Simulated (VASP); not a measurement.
# Sn in VASP: single point with PBEsol

Aim: the single point of Sn with PBEsol.

Everything below comes from runs of VASP 6.6.1. Logs are shortened: lines on timing, memory, paths and dates and some standing lists are left out, and cuts for length are marked.

## (1) The cell of the first run

The cell holds a slab with vacuum, 10 atoms: a = 4.419 Å, b = 4.419 Å, c = 26.789 Å, α = 90.00°, β = 90.00°, γ = 82.69°.

## (2) Single point, PBEsol

INCAR reads:

```
PREC = Accurate
ENCUT = 520
EDIFF = 1E-7
ISMEAR = 0
SIGMA = 0.1
LREAL = F
LASPH = T
NELM = 80
ALGO = Normal
ISIF = 2
LWAVE = F
LCHARG = F
LDIPOL = T
IDIPOL = 3
DIPOL = 0.5 0.5 0.500
GGA = PS
NBANDS = 81
```

KPOINTS reads:

```
Automatic mesh
0
Gamma
  8 8 1
```

POSCAR reads:

```
Sn
1.0
    4.4186624758      0.0000000000      0.0000000000
    0.5623306887      4.3827345655      0.0000000000
    0.0000000000      0.0000000000     26.7893390032
Sn
10
Direct
    0.8213968863      0.8213968863      0.2985085880
    0.2666671623      0.2666671623      0.2985411113
    0.5439140958      0.5439140958      0.3888562246
    1.0441271686      1.0441271686      0.4049470514
    0.3205014307      0.3205014307      0.4999495480
    0.7683073637      0.7683073637      0.5000504184
    0.0446817990      0.0446817990      0.5950529709
    0.5448948713      0.5448948713      0.6111437847
    0.8221415320      0.8221415320      0.7014589178
    0.2674118027      0.2674118027      0.7014913848
```

Potentials or basis: VASP PAW PBE potentials, release 64 (Sn_d).

The run is started by

```bash
> cat potpaw_PBE.64/Sn_d/POTCAR > POTCAR
> mpirun -np 1 vasp_std > vasp.out
```

OUTCAR:

```text
PREC = Accurate
   ENCUT = 520
   EDIFF = 1E-7
   ISMEAR = 0
   LREAL = F
   LASPH = T
   NELM = 80
   ISIF = 2
   GGA = PS

 ion  position               nearest neighbor table
   1  0.821  0.821  0.299-   2 2.94   2 2.94   2 2.95   3 3.04   4 3.21   2 3.68
   2  0.267  0.267  0.299-   1 2.94   1 2.94   1 2.95   3 3.04   4 3.21   1 3.68
   3  0.544  0.544  0.389-   4 2.95   4 2.95   2 3.04   1 3.04   5 3.32   6 3.33   4 3.34   4 3.35

   4  0.044  0.044  0.405-   3 2.95   3 2.95   5 3.14   6 3.14   2 3.21   1 3.21   3 3.34   3 3.35

   5  0.321  0.321  0.500-   6 2.94   6 2.94   6 2.97   4 3.14   7 3.14   3 3.32   8 3.33   6 3.66

   6  0.768  0.768  0.500-   5 2.94   5 2.94   5 2.97   7 3.14   4 3.14   8 3.32   3 3.33   5 3.66

   7  0.045  0.045  0.595-   8 2.95   8 2.95   6 3.14   5 3.14   9 3.21  10 3.21   8 3.34   8 3.35

   8  0.545  0.545  0.611-   7 2.95   7 2.95   9 3.04  10 3.04   6 3.32   5 3.33   7 3.34   7 3.35

   9  0.822  0.822  0.701-  10 2.94  10 2.94  10 2.95   8 3.04   7 3.21  10 3.68
  10  0.267  0.267  0.701-   9 2.94   9 2.94   9 2.95   8 3.04   7 3.21   9 3.68

  LATTYP: Found a base centered orthorhombic cell.
 ALAT       =     5.8377784408
 B/A-ratio  =     1.1365034980
 C/A-ratio  =     4.5889612418

  Lattice vectors:

 A1 = (  -0.5623306887,  -4.3827345655,   0.0000000000)
 A2 = (   4.4186624758,   0.0000000000,   0.0000000000)
 A3 = (   0.0000000000,   0.0000000000,  26.7893390032)

Analysis of symmetry for initial positions (statically):
=====================================================================
 Subroutine PRICEL returns:
 Original cell was already a primitive cell.

 Routine SETGRP: Setting up the symmetry group for a
 base centered orthorhombic supercell.

 Subroutine GETGRP returns: Found  4 space group operations
 (whereof  2 operations were pure point group operations)
 out of a pool of  8 trial point group operations.

The static configuration has the point symmetry C_1h.
 The point group associated with its full space group is C_2h.

Analysis of symmetry for dynamics (positions and initial velocities):
=====================================================================
 Subroutine PRICEL returns:
 Original cell was already a primitive cell.

 Routine SETGRP: Setting up the symmetry group for a
 base centered orthorhombic supercell.

 Subroutine GETGRP returns: Found  4 space group operations
 (whereof  2 operations were pure point group operations)
 out of a pool of  8 trial point group operations.

The dynamic configuration has the point symmetry C_1h.
 The point group associated with its full space group is C_2h.

 Subroutine INISYM returns: Found  4 space group operations
 (whereof  2 operations are pure point group operations),
 and found     1 'primitive' translations

----------------------------------------------------------------------------------------

                                     Primitive cell

  volume of cell :     518.7976

  direct lattice vectors                    reciprocal lattice vectors
     4.418662476  0.000000000  0.000000000     0.226312828 -0.029037270  0.000000000
     0.562330689  4.382734565  0.000000000     0.000000000  0.228168050  0.000000000
     0.000000000  0.000000000 26.789339003     0.000000000  0.000000000  0.037328282

  length of vectors
     4.418662476  4.418662476 26.789339003     0.228168050  0.228168050  0.037328282

  position of ions in fractional coordinates (direct lattice)
     0.821396886  0.821396886  0.298508588
     0.266667162  0.266667162  0.298541111
     0.543914096  0.543914096  0.388856225
     0.044127169  0.044127169  0.404947051
     0.320501431  0.320501431  0.499949548
     0.768307364  0.768307364  0.500050418
     0.044681799  0.044681799  0.595052971
     0.544894871  0.544894871  0.611143785
     0.822141532  0.822141532  0.701458918
     0.267411803  0.267411803  0.701491385

  ion indices of the primitive-cell ions
   primitive index   ion index
                 1           1
                 2           2
                 3           3
                 4           4
                 5           5
                 6           6
                 7           7
                 8           8
                 9           9
                10          10

----------------------------------------------------------------------------------------

 KPOINTS: Automatic mesh

Automatic generation of k-mesh.
 Grid dimensions read from file:
 generate k-points for:    8    8    1

 Generating k-lattice:

  Cartesian coordinates                     Fractional coordinates (reciprocal lattice)
     0.028289103 -0.003629659  0.000000000     0.125000000  0.000000000  0.000000000
     0.000000000  0.028521006  0.000000000     0.000000000  0.125000000  0.000000000
     0.000000000  0.000000000  0.037328282     0.000000000  0.000000000  1.000000000

  Length of vectors
     0.028521006  0.028521006  0.037328282

  Shift w.r.t. Gamma in fractional coordinates (k-lattice)
     0.000000000  0.000000000  0.000000000

 Subroutine IBZKPT returns following result:
 ===========================================

 Found     21 irreducible k-points:

 Following reciprocal coordinates:
            Coordinates               Weight
  0.000000  0.000000  0.000000      1.000000
  0.125000 -0.000000  0.000000      4.000000
  0.250000 -0.000000  0.000000      4.000000
  0.375000 -0.000000  0.000000      4.000000
  0.500000 -0.000000  0.000000      2.000000
  0.125000  0.125000  0.000000      2.000000
[... 13 lines left out ...]
 -0.375000  0.375000  0.000000      2.000000
  0.500000  0.500000  0.000000      1.000000
   k-points           NKPTS =     21   k-points in BZ     NKDIM =     21   number of bands    NBANDS=     81
   number of dos      NEDOS =    301   number of ions     NIONS =     10
   total plane-waves  NPLWV = 259200
   dimension x,y,z NGX =    36 NGY =   36 NGZ =  200
   dimension x,y,z NGXF=    72 NGYF=   72 NGZF=  400
   ions per type =              10
   NGX,Y,Z   is equivalent  to a cutoff of  13.54, 13.54, 12.41 a.u.
   NGXF,Y,Z  is equivalent  to a cutoff of  27.09, 27.09, 24.82 a.u.
 SYSTEM =  unknown system
   PREC   = accura    normal or accurate (medium, high low for compatibility)
   ISTART =      0    job   : 0-new  1-cont  2-samecut
   ICHARG =      2    charge: 1-file 2-atom 10-const
   ISPIN  =      1    spin polarized calculation?
   LNONCOLLINEAR =      F non collinear calculations
   LSORBIT =      F    spin-orbit coupling
   LASPH  =      T    aspherical Exc in radial PAW
   ENCUT  =  520.0 eV  38.22 Ry    6.18 a.u.   8.22  8.22 49.81*2*pi/ulx,y,z
   NELM   =     80;   NELMIN=  2; NELMDL= -5     # of ELM steps
   EDIFF  = 0.1E-06   stopping-criterion for ELM
   LREAL  =      F    real-space projection
   EDIFFG = 0.1E-05   stopping-criterion for IOM
   NSW    =      0    number of steps for IOM
   IBRION =     -1    ionic relax: 0-MD 1-quasi-New 2-CG
   NFREE  =      0    steps in history (QN), initial steepest desc. (CG)
   ISIF   =      2    stress and relaxation
   ISYM   =      2    0-nonsym 1-usesym 2-fastsym
   POTIM  = 0.5000    time-step for ionic-motion
   TEBEG  =    0.0;   TEEND  =   0.0 temperature during run
   PSTRESS=    0.0 pullay stress
   NELECT =     140.0000    total number of electrons
   NUPDOWN=      -1.0000    fix difference up-down
   EMIN   =  10.00;   EMAX   =-10.00  energy-range for DOS
   EFERMI =   0.00;   METHOD = LEGACY
   ISMEAR =     0;   SIGMA  =   0.10  broadening in eV -4-tet -1-fermi 0-gaus
   EFERMI_NEDOS =   21; number of points for ismear=-14 and -15
   IALGO  =     38    algorithm
   IMIX   =      4    mixing-type and parameters
     AMIX     =   0.40;   BMIX     =  1.00
     AMIX_MAG =   1.60;   BMIX_MAG =  1.00
  volume/ion in A,a.u.               =      51.88       350.10
  Fermi-wavevector in a.u.,A,eV,Ry     =   1.057917  1.999173 15.227476  1.119188
  Thomas-Fermi vector in A             =   2.193207
   LORBIT       =      0    0 simple, 1 ext, 2 COOP (PROOUT), +10 PAW based schemes
   GGA     = PS    functional components
   LHFCALC =     F    Hartree Fock is set to
   AEXX    =    0.0000 exact exchange contribution
   IVDW    =     0    specifies the selected vdW correction
   LEPSILON=     F    determine dielectric tensor
   LRPA    =     F    only Hartree local field effects (RPA)
 non-spin polarized calculation
 Gauss-broadening in eV      SIGMA  =   0.10
  energy-cutoff  :      520.00
  volume of cell :      518.80
 maximum number of plane-waves:     14011
 NGX is ok and might be reduce to    36
   NGX = 17   NGY = 17   NGZ = 99

 dipolmoment           0.000000      0.000000     -0.000000 electrons x Angstroem

 number of electron     139.9999986 magnetization

 dipolmoment           0.000000      0.000000      0.000029 electrons x Angstroem

 Free energy of the ion-electron system (eV)
  ---------------------------------------------------
  ext. energy  EPLUGINS =         0.00000000
  ---------------------------------------------------
  free energy    TOTEN  =       -41.35763843 eV

  energy without entropy =      -41.33022842  energy(sigma->0) =      -41.34393342

 E-fermi :   2.1923     XC(G=0):  -5.9266

 val. band max:        2.1860808533   @ k =   0.5000   0.2500   0.0000
 cond. band min:       2.2125993014   @ k =   0.2500  -0.0000   0.0000
 fundamental gap:      0.0265184481
 Fermi energy:         2.1923310037

 k-point     1 :       0.0000    0.0000    0.0000
  band No.  band energies     occupation
      1     -19.4701      2.00000
      2     -19.4457      2.00000
      3     -19.4281      2.00000
      4     -19.3981      2.00000
      5     -19.3968      2.00000
      6     -19.2956      2.00000
[... 1753 lines left out ...]
     80       6.8344      0.00000
     81       7.4310      0.00000

------------------------ aborting loop because EDIFF is reached ----------------------------------------

 vacuum level on the upper side and lower side of the slab       (xc-potential included)        -0.095        -0.096

  FORCE on cell =-STRESS in cart. coord.  units (eV):
  Direction    XX          YY          ZZ          XY          YZ          ZX
  --------------------------------------------------------------------------------------
  -------------------------------------------------------------------------------------
  Total        1.6216411      2.2932034     -0.0669869     -2.6170359     -0.0018290     -0.0020788
  in kB        5.0080346      7.0819875     -0.2068724     -8.0820637     -0.0056483     -0.0064198
  external PRESSURE =       3.9610499 kB  Pullay stress =       0.0000000 kB

 VOLUME and BASIS-vectors are now :
 -----------------------------------------------------------------------------
  energy-cutoff  :      520.00
  volume of cell :      518.80
      direct lattice vectors                 reciprocal lattice vectors
     4.418662476  0.000000000  0.000000000     0.226312828 -0.029037270  0.000000000
     0.562330689  4.382734565  0.000000000     0.000000000  0.228168050  0.000000000
     0.000000000  0.000000000 26.789339003     0.000000000  0.000000000  0.037328282

 POSITION                                       TOTAL-FORCE (eV/Angst)
 -----------------------------------------------------------------------------------
      4.09137      3.59996      7.99685         0.001321      0.001163     -0.002524
      1.32827      1.16873      7.99772        -0.001636     -0.001439     -0.006043
      2.70923      2.38383     10.41720         0.002533      0.002229      0.003203
      0.21980      0.19340     10.84826        -0.001762     -0.001551     -0.001602
      1.59642      1.40467     13.39332         0.000510      0.000449      0.001515
      3.82693      3.36729     13.39602        -0.000510     -0.000449     -0.001515
      0.22256      0.19583     15.94108         0.001762      0.001551      0.001602
      2.71412      2.38813     16.37214        -0.002533     -0.002229     -0.003203
      4.09508      3.60323     18.79162         0.001636      0.001439      0.006043
      1.33198      1.17199     18.79249        -0.001321     -0.001163      0.002524
 -----------------------------------------------------------------------------------
    total drift:                               -0.001291     -0.001136      0.004759

  FREE ENERGIE OF THE ION-ELECTRON SYSTEM (eV)
  ---------------------------------------------------
  free  energy   TOTEN  =       -41.3576384293 eV

  energy  without entropy=      -41.3302284160  energy(sigma->0) =      -41.34393342

 vacuum level on the upper side and lower side of the slab         6.187         6.186
```

Run time: 30 min. Hardware: 1 thread of Intel Xeon 6975P-C (Granite Rapids), shared host; peak memory 0.9 GiB.

What came out:

```yaml
Free_energy: -41.3576 eV
Largest_force: 0.006 eV/Å
Band_gap_on_the_k_mesh: zero (bands 70 and 71 overlap by 2.25 eV)
```

Forces in eV/Å, atoms in the order of the input:
```
Sn   0.001  0.001 -0.003
Sn  -0.002 -0.001 -0.006
Sn   0.003  0.002  0.003
Sn  -0.002 -0.002 -0.002
Sn   0.001  0.000  0.002
Sn  -0.001  0.000 -0.002
Sn   0.002  0.002  0.002
Sn  -0.003 -0.002 -0.003
Sn   0.002  0.001  0.006
Sn  -0.001 -0.001  0.003
```

Caveat: the PAW data sets were made with another functional, which shifts forces and pressure a little; spin-orbit coupling is left out, which moves the levels of the heavy elements.
